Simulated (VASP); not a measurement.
# Y2CF2 (P-3m1) in VASP: single point with r2SCAN

Aim: the single point of Y2CF2 with r2SCAN.

All numbers are computed with VASP 6.6.1; they aren't measurements. Logs are shortened: lines on timing, memory, paths and dates and some standing lists are left out, and cuts for length are marked.

## (1) The cell of the first run

It takes space group P-3m1 (No. 164, trigonal). The conventional cell has a = 3.664 Å, b = 3.664 Å, c = 6.321 Å, α = 90.00°, β = 90.00°, γ = 120.00°. Y (site symmetry 3m) has 4 F at 2.38 to 2.52 Å and 3 C at 2.51 Å within 3.1 Å. C (site symmetry -3m) has 6 Y at 2.51 Å and 6 F at 3.24 Å within 3.3 Å. F (site symmetry 3m) has 4 Y at 2.38 to 2.52 Å and 3 F at 2.55 Å within 3.1 Å.

## (2) Single point, r2SCAN

Input file POSCAR:

```
Y2CF2
1.0
    3.6643223519      0.0000000000      0.0000000000
   -1.8321611759      3.1733962444      0.0000000000
    0.0000000000      0.0000000000      6.3209312535
Y C F
2 1 2
Direct
    0.3333333333      0.6666666667      0.2141645845
    0.6666666667      0.3333333333      0.7858354155
    0.0000000000      0.0000000000      0.0000000000
    0.3333333333      0.6666666667      0.6126140746
    0.6666666667      0.3333333333      0.3873859254
```

Input file INCAR.step1:

```
  PREC = Accurate
  ENCUT = 520
  ISMEAR = 0
  SIGMA = 0.02
  LREAL = False
  LASPH = True
  NELM = 60
  NBANDS = 28
  GGA = PE
  ALGO = Normal
  EDIFF = 1E-4
  LWAVE = True
  LCHARG = False
```

Input file INCAR.step2:

```
  PREC = Accurate
  ENCUT = 520
  EDIFF = 1E-6
  ISMEAR = 0
  SIGMA = 0.02
  LREAL = False
  LASPH = True
  NELM = 60
  ALGO = Normal
  ISIF = 2
  LWAVE = False
  LCHARG = False
  METAGGA = R2SCAN
  LMIXTAU = True
  NBANDS = 28
  ISTART = 1
```

Input file KPOINTS:

```
regular mesh
0
Gamma
  9 9 4
```

Potentials or basis: VASP PAW PBE potentials, release 64 (Y_sv, C, F).

On the command line:

```
cat potpaw_PBE.64/Y_sv/POTCAR potpaw_PBE.64/C/POTCAR potpaw_PBE.64/F/POTCAR > POTCAR
cp INCAR.step1 INCAR
mpirun -np 1 vasp_std > vasp.out
cp INCAR.step2 INCAR
mpirun -np 1 vasp_std > vasp.out
```

OUTCAR:

```text
PREC = Accurate
   ENCUT = 520
   EDIFF = 1E-6
   ISMEAR = 0
   LREAL = False
   LASPH = True
   NELM = 60
   ISIF = 2
   METAGGA = R2SCAN
   ISTART = 1

 ion  position               nearest neighbor table
   1  0.333  0.667  0.214-   5 2.38   5 2.38   5 2.38   3 2.51   3 2.51   3 2.51   4 2.52   2 3.44
                             2 3.44   2 3.44   2 4.19   2 4.19   2 4.19
   2  0.667  0.333  0.786-   4 2.38   4 2.38   4 2.38   3 2.51   3 2.51   3 2.51   5 2.52   1 3.44
                             1 3.44   1 3.44   1 4.19   1 4.19   1 4.19
   3  0.000  0.000  0.000-   1 2.51   2 2.51   1 2.51   2 2.51   2 2.51   1 2.51
   4  0.333  0.667  0.613-   2 2.38   2 2.38   2 2.38   1 2.52
   5  0.667  0.333  0.387-   1 2.38   1 2.38   1 2.38   2 2.52

  LATTYP: Found a hexagonal cell.
 ALAT       =     3.6643223519
 C/A-ratio  =     1.7249932311

  Lattice vectors:

 A1 = (   3.6643223519,   0.0000000000,   0.0000000000)
 A2 = (  -1.8321611759,   3.1733962444,   0.0000000000)
 A3 = (   0.0000000000,   0.0000000000,   6.3209312535)

Analysis of symmetry for initial positions (statically):
=====================================================================
 Subroutine PRICEL returns:
 Original cell was already a primitive cell.

 Routine SETGRP: Setting up the symmetry group for a
 hexagonal supercell.

 Subroutine GETGRP returns: Found 12 space group operations
 (whereof 12 operations were pure point group operations)
 out of a pool of 24 trial point group operations.

The static configuration has the point symmetry D_3d.

Analysis of symmetry for dynamics (positions and initial velocities):
=====================================================================
 Subroutine PRICEL returns:
 Original cell was already a primitive cell.

 Routine SETGRP: Setting up the symmetry group for a
 hexagonal supercell.

 Subroutine GETGRP returns: Found 12 space group operations
 (whereof 12 operations were pure point group operations)
 out of a pool of 24 trial point group operations.

The dynamic configuration has the point symmetry D_3d.

 Subroutine INISYM returns: Found 12 space group operations
 (whereof 12 operations are pure point group operations),
 and found     1 'primitive' translations

----------------------------------------------------------------------------------------

                                     Primitive cell

  volume of cell :      73.5020

  direct lattice vectors                    reciprocal lattice vectors
     3.664322352  0.000000000  0.000000000     0.272901755  0.157559902  0.000000000
    -1.832161176  3.173396244  0.000000000     0.000000000  0.315119803  0.000000000
     0.000000000  0.000000000  6.320931254     0.000000000  0.000000000  0.158204537

  length of vectors
     3.664322352  3.664322352  6.320931254     0.315119803  0.315119803  0.158204537

  position of ions in fractional coordinates (direct lattice)
     0.333333333  0.666666667  0.214164584
     0.666666667  0.333333333  0.785835416
     0.000000000  0.000000000  0.000000000
     0.333333333  0.666666667  0.612614075
     0.666666667  0.333333333  0.387385925

  ion indices of the primitive-cell ions
   primitive index   ion index
                 1           1
                 2           2
                 3           3
                 4           4
                 5           5

----------------------------------------------------------------------------------------

 KPOINTS: regular mesh

Automatic generation of k-mesh.
 Grid dimensions read from file:
 generate k-points for:    9    9    4

 Generating k-lattice:

  Cartesian coordinates                     Fractional coordinates (reciprocal lattice)
     0.030322417  0.017506656  0.000000000     0.111111111 -0.000000000  0.000000000
     0.000000000  0.035013311  0.000000000     0.000000000  0.111111111  0.000000000
     0.000000000  0.000000000  0.039551134     0.000000000  0.000000000  0.250000000

  Length of vectors
     0.035013311  0.035013311  0.039551134

  Shift w.r.t. Gamma in fractional coordinates (k-lattice)
     0.000000000  0.000000000  0.000000000

 Subroutine IBZKPT returns following result:
 ===========================================

 Found     43 irreducible k-points:

 Following reciprocal coordinates:
            Coordinates               Weight
  0.000000  0.000000  0.000000      1.000000
  0.111111 -0.000000  0.000000      6.000000
  0.222222  0.000000  0.000000      6.000000
  0.333333 -0.000000  0.000000      6.000000
  0.444444  0.000000  0.000000      6.000000
  0.111111  0.111111  0.000000      6.000000
[... 16 lines left out ...]
  0.222222  0.111111  0.250000     12.000000
 -0.111111  0.333333  0.250000     12.000000
 [... further k-points ...]
   k-points           NKPTS =     43   k-points in BZ     NKDIM =     43   number of bands    NBANDS=     28
   number of dos      NEDOS =    301   number of ions     NIONS =      5
   total plane-waves  NPLWV =  37632
   dimension x,y,z NGX =    28 NGY =   28 NGZ =   48
   dimension x,y,z NGXF=    56 NGYF=   56 NGZF=   96
   ions per type =               2   1   2
   NGX,Y,Z   is equivalent  to a cutoff of  12.70, 12.70, 12.62 a.u.
   NGXF,Y,Z  is equivalent  to a cutoff of  25.41, 25.41, 25.25 a.u.
 SYSTEM =  unknown system
   PREC   = accura    normal or accurate (medium, high low for compatibility)
   ISTART =      1    job   : 0-new  1-cont  2-samecut
   ICHARG =      0    charge: 1-file 2-atom 10-const
   ISPIN  =      1    spin polarized calculation?
   LNONCOLLINEAR =      F non collinear calculations
   LSORBIT =      F    spin-orbit coupling
   LASPH  =      T    aspherical Exc in radial PAW
   ENCUT  =  520.0 eV  38.22 Ry    6.18 a.u.   6.81  6.81 11.75*2*pi/ulx,y,z
   NELM   =     60;   NELMIN=  2; NELMDL=  0     # of ELM steps
   EDIFF  = 0.1E-05   stopping-criterion for ELM
   LREAL  =      F    real-space projection
   EDIFFG = 0.1E-04   stopping-criterion for IOM
   NSW    =      0    number of steps for IOM
   IBRION =     -1    ionic relax: 0-MD 1-quasi-New 2-CG
   NFREE  =      0    steps in history (QN), initial steepest desc. (CG)
   ISIF   =      2    stress and relaxation
   ISYM   =      2    0-nonsym 1-usesym 2-fastsym
   POTIM  = 0.5000    time-step for ionic-motion
   TEBEG  =    0.0;   TEEND  =   0.0 temperature during run
   PSTRESS=    0.0 pullay stress
   NELECT =      40.0000    total number of electrons
   NUPDOWN=      -1.0000    fix difference up-down
   EMIN   =  10.00;   EMAX   =-10.00  energy-range for DOS
   EFERMI =   0.00;   METHOD = LEGACY
   ISMEAR =     0;   SIGMA  =   0.02  broadening in eV -4-tet -1-fermi 0-gaus
   EFERMI_NEDOS =   21; number of points for ismear=-14 and -15
   IALGO  =     38    algorithm
   IMIX   =      4    mixing-type and parameters
     AMIX     =   0.40;   BMIX     =  1.00
     AMIX_MAG =   1.60;   BMIX_MAG =  1.00
  volume/ion in A,a.u.               =      14.70        99.20
  Fermi-wavevector in a.u.,A,eV,Ry     =   1.336581  2.525771 24.306096  1.786448
  Thomas-Fermi vector in A             =   2.465196
   LORBIT       =      0    0 simple, 1 ext, 2 COOP (PROOUT), +10 PAW based schemes
   METAGGA = R2SCAN    functional components
   LHFCALC =     F    Hartree Fock is set to
   AEXX    =    0.0000 exact exchange contribution
   IVDW    =     0    specifies the selected vdW correction
   LEPSILON=     F    determine dielectric tensor
   LRPA    =     F    only Hartree local field effects (RPA)
 non-spin polarized calculation
 Gauss-broadening in eV      SIGMA  =   0.02
  energy-cutoff  :      520.00
  volume of cell :       73.50
 maximum number of plane-waves:      2007
   NGX = 13   NGY = 13   NGZ = 23

 number of electron      40.0000006 magnetization

 Free energy of the ion-electron system (eV)
  ---------------------------------------------------
  ext. energy  EPLUGINS =         0.00000000
  ---------------------------------------------------
  free energy    TOTEN  =       -70.30804436 eV

  energy without entropy =      -70.30804436  energy(sigma->0) =      -70.30804436

 E-fermi :   3.8801     XC(G=0): -11.1521

 val. band max:        3.7308186513   @ k =   0.0000   0.0000   0.5000
 cond. band min:       5.2138490010   @ k =   0.4444   0.0000   0.0000
 fundamental gap:      1.4830303496
 Fermi energy:         3.8800859493

 k-point     1 :       0.0000    0.0000    0.0000
  band No.  band energies     occupation
      1     -39.2699      2.00000
      2     -39.1997      2.00000
      3     -23.1006      2.00000
      4     -22.2530      2.00000
      5     -18.5470      2.00000
      6     -18.4572      2.00000
[... 20 lines left out ...]
     27       9.4746      0.00000
     28       9.6871      0.00000

 k-point     2 :       0.1111   -0.0000    0.0000
  band No.  band energies     occupation
      1     -39.2627      2.00000
      2     -39.1963      2.00000
      3     -23.0888      2.00000
      4     -22.2954      2.00000
      5     -18.6693      2.00000
      6     -18.4769      2.00000
[... 20 lines left out ...]
     27       9.4768      0.00000
     28       9.7410      0.00000

 k-point     3 :       0.2222    0.0000    0.0000
  band No.  band energies     occupation
      1     -39.2440      2.00000
      2     -39.1882      2.00000
      3     -23.0546      2.00000
      4     -22.4075      2.00000
      5     -18.8123      2.00000
      6     -18.5228      2.00000
[... 20 lines left out ...]
     27       9.9034      0.00000
     28      10.0393      0.00000

 k-point     4 :       0.3333   -0.0000    0.0000
  band No.  band energies     occupation
      1     -39.2209      2.00000
      2     -39.1805      2.00000
      3     -23.0027      2.00000
      4     -22.5508      2.00000
      5     -18.8790      2.00000
      6     -18.5710      2.00000
[... 20 lines left out ...]
     27      10.1478      0.00000
     28      10.4433      0.00000

 k-point     5 :       0.4444    0.0000    0.0000
  band No.  band energies     occupation
      1     -39.2035      2.00000
      2     -39.1778      2.00000
      3     -22.9461      2.00000
      4     -22.6677      2.00000
      5     -18.8611      2.00000
      6     -18.6890      2.00000
[... 20 lines left out ...]
     27      10.4162      0.00000
     28      11.0607      0.00000

 k-point     6 :       0.1111    0.1111    0.0000
  band No.  band energies     occupation
      1     -39.2497      2.00000
      2     -39.1905      2.00000
      3     -23.0657      2.00000
      4     -22.3725      2.00000
      5     -18.7796      2.00000
      6     -18.5157      2.00000
[... 463 lines left out ...]
      5     -18.8034      2.00000
      6     -18.6099      2.00000
[... 20 lines left out ...]
     27      10.4677      0.00000
     28      10.6947      0.00000

 k-point    22 :       0.1111    0.1111    0.2500
  band No.  band energies     occupation
      1     -39.2454      2.00000
      2     -39.1950      2.00000
      3     -23.0661      2.00000
      4     -22.3698      2.00000
      5     -18.8211      2.00000
      6     -18.5153      2.00000
[... 20 lines left out ...]
     27       9.6898      0.00000
     28      10.0050      0.00000

 k-point    23 :       0.2222    0.1111    0.2500
  band No.  band energies     occupation
      1     -39.2253      2.00000
      2     -39.1861      2.00000
      3     -23.0266      2.00000
      4     -22.4971      2.00000
      5     -18.8622      2.00000
      6     -18.5872      2.00000
[... 20 lines left out ...]
     27       9.8809      0.00000
     28      10.6209      0.00000

 k-point    24 :      -0.1111    0.3333    0.2500
  band No.  band energies     occupation
      1     -39.2253      2.00000
      2     -39.1861      2.00000
      3     -23.0262      2.00000
      4     -22.4979      2.00000
      5     -18.8467      2.00000
      6     -18.5956      2.00000
[... 20 lines left out ...]
     27       9.9765      0.00000
     28      10.5986      0.00000

 [... further k-points ...]

------------------------ aborting loop because EDIFF is reached ----------------------------------------

  FORCE on cell =-STRESS in cart. coord.  units (eV):
  Direction    XX          YY          ZZ          XY          YZ          ZX
  --------------------------------------------------------------------------------------
  -------------------------------------------------------------------------------------
  Total        0.0159907      0.0159907     -0.0115303      0.0000000      0.0000000     -0.0000000
  in kB        0.3485604      0.3485604     -0.2513341      0.0000000      0.0000000     -0.0000000
  external PRESSURE =       0.1485956 kB  Pullay stress =       0.0000000 kB

 VOLUME and BASIS-vectors are now :
 -----------------------------------------------------------------------------
  energy-cutoff  :      520.00
  volume of cell :       73.50
      direct lattice vectors                 reciprocal lattice vectors
     3.664322352  0.000000000  0.000000000     0.272901755  0.157559902  0.000000000
    -1.832161176  3.173396244  0.000000000     0.000000000  0.315119803  0.000000000
     0.000000000  0.000000000  6.320931254     0.000000000  0.000000000  0.158204537

 POSITION                                       TOTAL-FORCE (eV/Angst)
 -----------------------------------------------------------------------------------
     -0.00000      2.11560      1.35372        -0.000000     -0.000000     -0.014334
      1.83216      1.05780      4.96721        -0.000000      0.000000      0.014334
      0.00000      0.00000      0.00000        -0.000000      0.000000     -0.000000
     -0.00000      2.11560      3.87229         0.000000     -0.000000     -0.007836
      1.83216      1.05780      2.44864        -0.000000      0.000000      0.007836
 -----------------------------------------------------------------------------------
    total drift:                                0.000000      0.000000      0.000000

  FREE ENERGIE OF THE ION-ELECTRON SYSTEM (eV)
  ---------------------------------------------------
  free  energy   TOTEN  =       -70.3080443643 eV

  energy  without entropy=      -70.3080443643  energy(sigma->0) =      -70.30804436
```

Run time: 4.4 min. Hardware: 1 thread of AMD EPYC 7R13 (Zen 3), shared host; peak memory 0.22 GiB.

Results:

```yaml
Free_energy: -70.3080 eV
Pressure: 0.0 GPa
Largest_force: 0.014 eV/Å
Band_gap_on_the_k_mesh: 1.48 eV (least direct gap 1.64 eV)
```

Forces on the atoms (eV/Å):
```
Y    0.000  0.000 -0.014
Y    0.000  0.000  0.014
C    0.000  0.000  0.000
F    0.000  0.000 -0.008
F    0.000  0.000  0.008
```

Levels at points of the mesh, in eV from the valence-band top:
```tsv
k point	band 16	band 17	band 18	band 19	band 20	band 21	band 22	band 23	band 24	band 25
(0.00, 0.00, 0.00)	-6.39	-6.39	-1.27	-0.02	-0.02	3.33	3.33	3.34	4.52	5.43
(0.00, 0.00, 0.50)	-6.35	-5.94	-1.45	0.00	0.00	3.46	3.46	3.70	4.67	5.42
```

Caveat: the PAW data sets were made with another functional, which shifts forces and pressure a little; an odd mesh through Γ misses points on the zone boundary, where band edges can lie.
